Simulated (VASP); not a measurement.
# Si2W (P3_221) in VASP: single point with PBEsol

Aim: the single point of Si2W with PBEsol.

Everything below comes from runs of VASP 6.6.1. Logs are shortened: lines on timing, memory, paths and dates and some standing lists are left out, and cuts for length are marked.

**1. The cell of the first run**

The structure is trigonal, space group P3_221 (No. 154). Conventional cell: a = 4.576 Å, b = 4.576 Å, c = 6.603 Å, α = 90.00°, β = 90.00°, γ = 120.00°. Si (site symmetry 1) has 5 W at 2.48 to 2.77 Å and 9 Si at 2.52 to 3.21 Å within 3.3 Å. W (site symmetry 2) has 10 Si at 2.48 to 2.77 Å and 4 W at 3.18 Å within 3.3 Å.

**2. Single point, PBEsol (mode 16 (289.9 1/cm) frozen in, largest displacement +0.150 Å)**

Input file INCAR:

```
SYSTEM = Si2W
ALGO = Normal ; EDIFF = 1E-6
ENCUT = 520 ; GGA = PS
ISIF = 2 ; ISMEAR = 0
LASPH = .True. ; LCHARG = .False.
LREAL = .False. ; LWAVE = .False.
NBANDS = 43 ; NELM = 60
PREC = Accurate ; SIGMA = 0.15
```

Input file KPOINTS:

```
k-points
0
Gamma
  12 12 6
  0 0 0
```

Input file POSCAR:

```
Si2W
1.0
    4.5760866017      0.0000000000      0.0000000000
   -2.2880433009      3.9630072470      0.0000000000
    0.0000000000      0.0000000000      6.6033074698
Si W
6 3
Direct
    0.8673751106      0.6723587749      0.4930252378
    0.1326248894      0.8049836644      0.8403080955
    0.6723587749      0.8673751106      0.1736414288
    0.1950163356      0.3276412251      0.5069747622
    0.8049836644      0.1326248894      0.8263585712
    0.3276412251      0.1950163356      0.1596919045
    0.0000000000      0.4963640925      0.1666666667
    0.5036359075      0.5036359075      0.8333333333
    0.4963640925      0.0000000000      0.5000000000
```

Potentials or basis: VASP PAW PBE potentials, release 64 (Si, W_sv).

Started as:

```sh
cat potpaw_PBE.64/Si/POTCAR potpaw_PBE.64/W_sv/POTCAR > POTCAR
mpirun -np 1 vasp_std > vasp.out
```

OUTCAR:

```text
SYSTEM = Si2W
   EDIFF = 1E-6
   ENCUT = 520
   GGA = PS
   ISIF = 2
   ISMEAR = 0
   LASPH = .True.
   LREAL = .False.
   NELM = 60
   PREC = Accurate

 ion  position               nearest neighbor table
   1  0.867  0.672  0.493-   7 2.48   9 2.49   2 2.52   4 2.60   3 2.61   4 2.67   4 2.67   9 2.67
                             8 2.67   9 2.77
   2  0.133  0.805  0.840-   7 2.48   8 2.49   1 2.52   5 2.60   6 2.61   5 2.67   5 2.67   8 2.67
                             9 2.67   8 2.77
   3  0.672  0.867  0.174-   9 2.48   7 2.49   5 2.52   6 2.60   1 2.61   6 2.67   6 2.67   7 2.67
                             8 2.67   7 2.77
   4  0.195  0.328  0.507-   8 2.48   9 2.49   6 2.52   1 2.60   5 2.61   1 2.67   1 2.67   9 2.67
                             7 2.67   9 2.77
   5  0.805  0.133  0.826-   9 2.48   8 2.49   3 2.52   2 2.60   4 2.61   2 2.67   2 2.67   8 2.67
                             7 2.67   8 2.77
   6  0.328  0.195  0.160-   8 2.48   7 2.49   4 2.52   3 2.60   2 2.61   3 2.67   3 2.67   7 2.67
                             9 2.67   7 2.77
   7  0.000  0.496  0.167-   1 2.48   2 2.48   3 2.49   6 2.49   6 2.67   3 2.67   4 2.67   5 2.67
                             6 2.77   3 2.77   9 3.18   9 3.18   8 3.18   8 3.18
   8  0.504  0.504  0.833-   4 2.48   6 2.48   2 2.49   5 2.49   5 2.67   2 2.67   1 2.67   3 2.67
                             5 2.77   2 2.77   9 3.18   9 3.18   7 3.18   7 3.18
   9  0.496  0.000  0.500-   3 2.48   5 2.48   1 2.49   4 2.49   4 2.67   1 2.67   6 2.67   2 2.67
                             4 2.77   1 2.77   7 3.18   7 3.18   8 3.18   8 3.18

  LATTYP: Found a hexagonal cell.
 ALAT       =     4.5760866017
 C/A-ratio  =     1.4430031694

  Lattice vectors:

 A1 = (   4.5760866017,   0.0000000000,   0.0000000000)
 A2 = (  -2.2880433009,   3.9630072470,   0.0000000000)
 A3 = (   0.0000000000,   0.0000000000,   6.6033074698)

Analysis of symmetry for initial positions (statically):
=====================================================================
 Subroutine PRICEL returns:
 Original cell was already a primitive cell.

 Routine SETGRP: Setting up the symmetry group for a
 hexagonal supercell.

 Subroutine GETGRP returns: Found  6 space group operations
 (whereof  2 operations were pure point group operations)
 out of a pool of 24 trial point group operations.

The static configuration has the point symmetry C_2 .
 The point group associated with its full space group is D_3 .

Analysis of symmetry for dynamics (positions and initial velocities):
=====================================================================
 Subroutine PRICEL returns:
 Original cell was already a primitive cell.

 Routine SETGRP: Setting up the symmetry group for a
 hexagonal supercell.

 Subroutine GETGRP returns: Found  6 space group operations
 (whereof  2 operations were pure point group operations)
 out of a pool of 24 trial point group operations.

The dynamic configuration has the point symmetry C_2 .
 The point group associated with its full space group is D_3 .

 Subroutine INISYM returns: Found  6 space group operations
 (whereof  2 operations are pure point group operations),
 and found     1 'primitive' translations

----------------------------------------------------------------------------------------

                                     Primitive cell

  volume of cell :     119.7514

  direct lattice vectors                    reciprocal lattice vectors
     4.576086602  0.000000000  0.000000000     0.218527333  0.126166814  0.000000000
    -2.288043301  3.963007247  0.000000000     0.000000000  0.252333629  0.000000000
     0.000000000  0.000000000  6.603307470     0.000000000  0.000000000  0.151439260

  length of vectors
     4.576086602  4.576086602  6.603307470     0.252333629  0.252333629  0.151439260

  position of ions in fractional coordinates (direct lattice)
     0.867375111  0.672358775  0.493025238
     0.132624889  0.804983664  0.840308095
     0.672358775  0.867375111  0.173641429
     0.195016336  0.327641225  0.506974762
     0.804983664  0.132624889  0.826358571
     0.327641225  0.195016336  0.159691905
     0.000000000  0.496364093  0.166666667
     0.503635907  0.503635907  0.833333333
     0.496364093  0.000000000  0.500000000

  ion indices of the primitive-cell ions
   primitive index   ion index
                 1           1
                 2           2
                 3           3
                 4           4
                 5           5
                 6           6
                 7           7
                 8           8
                 9           9

----------------------------------------------------------------------------------------

 KPOINTS: k-points

Automatic generation of k-mesh.
 Grid dimensions read from file:
 generate k-points for:   12   12    6

 Generating k-lattice:

  Cartesian coordinates                     Fractional coordinates (reciprocal lattice)
     0.018210611  0.010513901  0.000000000     0.083333333  0.000000000  0.000000000
     0.000000000  0.021027802  0.000000000     0.000000000  0.083333333  0.000000000
     0.000000000  0.000000000  0.025239877     0.000000000  0.000000000  0.166666667

  Length of vectors
     0.021027802  0.021027802  0.025239877

  Shift w.r.t. Gamma in fractional coordinates (k-lattice)
     0.000000000  0.000000000  0.000000000

 Subroutine IBZKPT returns following result:
 ===========================================

 Found    100 irreducible k-points:

 Following reciprocal coordinates:
            Coordinates               Weight
  0.000000  0.000000  0.000000      1.000000
  0.083333  0.000000  0.000000      6.000000
  0.166667 -0.000000  0.000000      6.000000
  0.250000 -0.000000  0.000000      6.000000
  0.333333 -0.000000  0.000000      6.000000
  0.416667  0.000000  0.000000      6.000000
[... 16 lines left out ...]
  0.166667 -0.000000  0.166667      6.000000
  0.000000  0.166667  0.166667      6.000000
 [... further k-points ...]
   k-points           NKPTS =    100   k-points in BZ     NKDIM =    100   number of bands    NBANDS=     43
   number of dos      NEDOS =    301   number of ions     NIONS =      9
   total plane-waves  NPLWV =  64800
   dimension x,y,z NGX =    36 NGY =   36 NGZ =   50
   dimension x,y,z NGXF=    72 NGYF=   72 NGZF=  100
   ions per type =               6   3
   NGX,Y,Z   is equivalent  to a cutoff of  13.08, 13.08, 12.59 a.u.
   NGXF,Y,Z  is equivalent  to a cutoff of  26.16, 26.16, 25.18 a.u.
 SYSTEM =  Si2W
   PREC   = accura    normal or accurate (medium, high low for compatibility)
   ISTART =      0    job   : 0-new  1-cont  2-samecut
   ICHARG =      2    charge: 1-file 2-atom 10-const
   ISPIN  =      1    spin polarized calculation?
   LNONCOLLINEAR =      F non collinear calculations
   LSORBIT =      F    spin-orbit coupling
   LASPH  =      T    aspherical Exc in radial PAW
   ENCUT  =  520.0 eV  38.22 Ry    6.18 a.u.   8.51  8.51 12.28*2*pi/ulx,y,z
   NELM   =     60;   NELMIN=  2; NELMDL= -5     # of ELM steps
   EDIFF  = 0.1E-05   stopping-criterion for ELM
   LREAL  =      F    real-space projection
   EDIFFG = 0.1E-04   stopping-criterion for IOM
   NSW    =      0    number of steps for IOM
   IBRION =     -1    ionic relax: 0-MD 1-quasi-New 2-CG
   NFREE  =      0    steps in history (QN), initial steepest desc. (CG)
   ISIF   =      2    stress and relaxation
   ISYM   =      2    0-nonsym 1-usesym 2-fastsym
   POTIM  = 0.5000    time-step for ionic-motion
   TEBEG  =    0.0;   TEEND  =   0.0 temperature during run
   PSTRESS=    0.0 pullay stress
   NELECT =      66.0000    total number of electrons
   NUPDOWN=      -1.0000    fix difference up-down
   EMIN   =  10.00;   EMAX   =-10.00  energy-range for DOS
   EFERMI =   0.00;   METHOD = LEGACY
   ISMEAR =     0;   SIGMA  =   0.15  broadening in eV -4-tet -1-fermi 0-gaus
   EFERMI_NEDOS =   21; number of points for ismear=-14 and -15
   IALGO  =     38    algorithm
   IMIX   =      4    mixing-type and parameters
     AMIX     =   0.40;   BMIX     =  1.00
     AMIX_MAG =   1.60;   BMIX_MAG =  1.00
  volume/ion in A,a.u.               =      13.31        89.79
  Fermi-wavevector in a.u.,A,eV,Ry     =   1.342237  2.536461 24.512265  1.801601
  Thomas-Fermi vector in A             =   2.470407
   LORBIT       =      0    0 simple, 1 ext, 2 COOP (PROOUT), +10 PAW based schemes
   GGA     = PS    functional components
   LHFCALC =     F    Hartree Fock is set to
   AEXX    =    0.0000 exact exchange contribution
   IVDW    =     0    specifies the selected vdW correction
   LEPSILON=     F    determine dielectric tensor
   LRPA    =     F    only Hartree local field effects (RPA)
 non-spin polarized calculation
 Gauss-broadening in eV      SIGMA  =   0.15
  energy-cutoff  :      520.00
  volume of cell :      119.75
 maximum number of plane-waves:      3300
 NGX is ok and might be reduce to    36
   NGX = 17   NGY = 17   NGZ = 25

 number of electron      66.0000001 magnetization

 Free energy of the ion-electron system (eV)
  ---------------------------------------------------
  ext. energy  EPLUGINS =         0.00000000
  ---------------------------------------------------
  free energy    TOTEN  =       -78.68881662 eV

  energy without entropy =      -78.68725929  energy(sigma->0) =      -78.68803795

 E-fermi :  12.6091     XC(G=0): -12.6578

 val. band max:       12.5460139401   @ k =   0.5000  -0.0000   0.5000
 cond. band min:      12.6792208803   @ k =   0.5000  -0.0000   0.0000
 fundamental gap:      0.1332069402
 Fermi energy:        12.6090946020

 k-point     1 :       0.0000    0.0000    0.0000
  band No.  band energies     occupation
      1     -61.6128      2.00000
      2     -61.5993      2.00000
      3     -61.5993      2.00000
      4     -26.0236      2.00000
      5     -26.0236      2.00000
      6     -26.0232      2.00000
[... 35 lines left out ...]
     42      15.7988      0.00000
     43      16.0537      0.00000
[... 1017 lines left out ...]
      3     -61.5974      2.00000
      4     -26.0549      2.00000
      5     -26.0307      2.00000
      6     -25.9995      2.00000
[... 35 lines left out ...]
     42      15.8607      0.00000
     43      16.3342      0.00000

 [... further k-points ...]

------------------------ aborting loop because EDIFF is reached ----------------------------------------

  FORCE on cell =-STRESS in cart. coord.  units (eV):
  Direction    XX          YY          ZZ          XY          YZ          ZX
  --------------------------------------------------------------------------------------
  -------------------------------------------------------------------------------------
  Total        2.6774924      2.6774924      2.4356423     -0.0000000      0.0000000     -0.0000000
  in kB       35.8226915     35.8226915     32.5869321     -0.0000000      0.0000000     -0.0000000
  external PRESSURE =      34.7441051 kB  Pullay stress =       0.0000000 kB

 VOLUME and BASIS-vectors are now :
 -----------------------------------------------------------------------------
  energy-cutoff  :      520.00
  volume of cell :      119.75
      direct lattice vectors                 reciprocal lattice vectors
     4.576086602  0.000000000  0.000000000     0.218527333  0.126166814  0.000000000
    -2.288043301  3.963007247  0.000000000     0.000000000  0.252333629  0.000000000
     0.000000000  0.000000000  6.603307470     0.000000000  0.000000000  0.151439260

 POSITION                                       TOTAL-FORCE (eV/Angst)
 -----------------------------------------------------------------------------------
      2.43080      2.66456      3.25560        -1.294529     -0.072640      0.434568
     -1.23493      3.19016      5.54881         0.710172      1.084775     -0.434568
      1.09218      3.43741      1.14661         0.584357     -1.157415     -0.434568
      0.14275      1.29844      3.34771        -1.294529      0.072640     -0.434568
      3.38022      0.52559      5.45670         0.584357      1.157415      0.434568
      1.05311      0.77285      1.05449         0.710172     -1.084775      0.434568
     -1.13570      1.96709      1.10055        -0.502847      0.870956     -0.000000
      1.15234      1.99591      5.50276        -0.502847     -0.870956     -0.000000
      2.27141      0.00000      3.30165         1.005693      0.000000     -0.000000
 -----------------------------------------------------------------------------------
    total drift:                               -0.000010      0.000000      0.000000

  FREE ENERGIE OF THE ION-ELECTRON SYSTEM (eV)
  ---------------------------------------------------
  free  energy   TOTEN  =       -78.6888166215 eV

  energy  without entropy=      -78.6872592866  energy(sigma->0) =      -78.68803795
```

It took 6.1 min on 1 thread of Intel Xeon Platinum 8375C at 2.90GHz (Ice Lake), shared host; peak memory 0.51 GiB.

Results:

```yaml
Free_energy: -78.6888 eV
Pressure: 3.5 GPa
Largest_force: 1.367 eV/Å
Band_gap_on_the_k_mesh: 0.13 eV, indirect (least direct gap 0.77 eV)
```

Forces on the atoms (eV/Å):
```
Si  -1.295 -0.073  0.435
Si   0.710  1.085 -0.435
Si   0.584 -1.157 -0.435
Si  -1.295  0.073 -0.435
Si   0.584  1.157  0.435
Si   0.710 -1.085  0.435
W   -0.503  0.871  0.000
W   -0.503 -0.871  0.000
W    1.006  0.000  0.000
```

Stress tensor (GPa, compression positive):
```
3.58 0.00 0.00
0.00 3.58 0.00
0.00 0.00 3.26
```

Caveat: the cell differs from its parent crystal (mode 16 (289.9 1/cm) frozen in, largest displacement +0.150 Å); the PAW data sets were made with another functional, which shifts forces and pressure a little; spin-orbit coupling is left out, which moves the levels of the heavy elements. A k mesh can miss the band edges.
